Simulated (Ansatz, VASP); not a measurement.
Two plane-wave programs on Sr

Contents of INCAR:

```
SYSTEM = Sr
ALGO     = Fast           ! electronic algorithm
EDIFF    = 1E-6           ! SCF threshold, eV
ENCUT    = 520            ! plane-wave cutoff, eV
GGA      = PE             ! functional
ISIF     = 2              ! what is computed and relaxed
ISMEAR   = 0              ! smearing method
LASPH    = .True.         ! aspherical terms in the spheres
LCHARG   = .True.         ! write CHGCAR
LELF     = .True.         ! ELF
LREAL    = .False.        ! projectors in reciprocal space
LVHAR    = .True.       
LWAVE    = .False.        ! write WAVECAR
NBANDS   = 17             ! bands
NELM     = 100            ! most SCF steps
PREC     = Accurate       ! precision mode
SIGMA    = 0.1            ! smearing width, eV
```

File KPOINTS:

```
k-points
0
Gamma
  10 10 8
  0 0 0
```

The input POSCAR:

```
Sr
1.0
   -3.7040357155      3.7162418094      2.0434496570
    3.7162418094     -3.7040357155      2.0434496570
    3.8522900466      3.8522900466     -2.0210632530
Sr
2
Direct
    0.7442765373      0.2557234627      0.5000000000
    0.0057234627     -0.0057234627      0.0000000000
```

Input for Ansatz:

```yaml
crystal:
  lattice:
    - [-3.7040357155, 3.7162418094, 2.043449657]
    - [3.7162418094, -3.7040357155, 2.043449657]
    - [3.8522900466, 3.8522900466, -2.021063253]
  atoms:
    - { symbol: Sr, position: [0.7442765373, 0.2557234627, 0.5] }
    - { symbol: Sr, position: [0.0057234627, -0.0057234627, 0.0] }
basis:
  ecutwfc: 420
kpoints:
  mp_grid: { grid: [10, 10, 8] }
hamiltonian:
  xc: pbe
scf:
  occupations: { method: gaussian, width: 0.1 }
output:
  forces: true
  stress: true
  eigenvalues: true
```

Alike in both runs: task single point; functional PBE; k mesh 10 × 10 × 8; occupations gaussian, width 0.1 eV; no spin polarisation.

|  | VASP | Ansatz |
| --- | --- | --- |
| version | VASP 6.6.1 | Ansatz 0.2.0 |
| potentials or method | VASP PAW PBE potentials, release 64 (Sr_sv), cutoff 520 eV | scalar-relativistic, plane waves, PAW |
| valence electrons in the cell | 20 | 20 |

```tsv
	VASP	Ansatz	Ansatz less VASP
gap on the k mesh at the Fermi level (eV)	none	none	-
pressure (GPa)	-0.4	-0.4	0.00
traceless stress, the component that is largest in VASP (GPa)	0.29	0.29	0.000
rms of the force components (eV/Å)	0.110	0.110	0.0000
```

Atom by atom the forces differ by 0.000 eV/Å (rms over components). A gap of «none» marks a metal or a gap that the smearing closes. With one functional, cell and mesh, what is left measures potentials, basis and numerics.
